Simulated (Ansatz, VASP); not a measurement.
Two plane-wave programs on NaCl

```
CELL_PARAMETERS angstrom
3.92758 0.00000 0.00000
-1.96379 3.40138 0.00000
0.00000 0.00000 7.08221
ATOMIC_POSITIONS crystal
Na 0.00000 0.00000 0.00000
Na 0.33333 0.66667 0.50000
Cl 0.66667 0.33333 0.25000
Cl 0.66667 0.33333 0.75000
```

Alike in both runs: functional PBE; k mesh 9 × 9 × 6; occupations gaussian, width 0.02 eV; no spin polarisation.

Ansatz relaxed the structure, and its values are those at the end. VASP's run is a single point on that final structure, the one shown.

|  | VASP | Ansatz |
| --- | --- | --- |
| version | VASP 6.6.1 | Ansatz 0.2.0 |
| potentials or method | VASP PAW PBE potentials, release 64 (Na_pv, Cl), cutoff 500 eV | scalar-relativistic, plane waves, PAW |
| valence electrons in the cell | 28 | 32 |

```tsv
	VASP	Ansatz	Ansatz less VASP
gap on the k mesh at the Fermi level (eV)	4.38	4.38	0.000
least direct gap on the mesh (eV)	4.57	4.57	+0.001
pressure (GPa)	-0.1	0.0	+0.06
```

The functional is the same, so the differences come from potentials, cutoffs and numerics. VASP's potentials hold 28 valence electrons a cell and Ansatz's 32, so a difference there can come from the potentials and not from the codes.
